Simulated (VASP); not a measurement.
Ni, 1 atom in the cell. The structure is cubic, space group Fm-3m (No. 225). Conventional cell: a = 3.544 Å, b = 3.544 Å, c = 3.544 Å, α = 90.00°, β = 90.00°, γ = 90.00°. Within 3.3 Å of Ni (site symmetry m-3m) lie 12 Ni at 2.51 Å. 

* Program: VASP 6.6.1
* Task: single point
* Functional: PBE
* Potentials or basis: VASP PAW PBE potentials, release 64 (Ni)
* Cutoff: 520 eV
* k mesh: 14 × 14 × 14
* Occupations: fermi-dirac, width 0.05 eV
* Spin: collinear spin, ferromagnetic start
* Starting moments: [2.0] μB
* Dipole correction: no
* Further INCAR settings: ALGO = Normal; EDIFF = 1e-07; NBANDS = 15

Potentials or basis: VASP PAW PBE potentials, release 64 (Ni).

Command:

```bash
$ cat potpaw_PBE.64/Ni/POTCAR > POTCAR
$ mpirun -np 1 vasp_std > vasp.out
```

Hardware: 1 thread of Intel(R) Xeon(R) 6975P-C (Granite Rapids), on a shared host.

Problem. Estimate the wall time of this run.

Solution. It took 19 s on 1 thread of Intel(R) Xeon(R) 6975P-C (Granite Rapids), on a shared host, peak memory 0.14 GiB. Counts: scf iterations 15, k points 104.
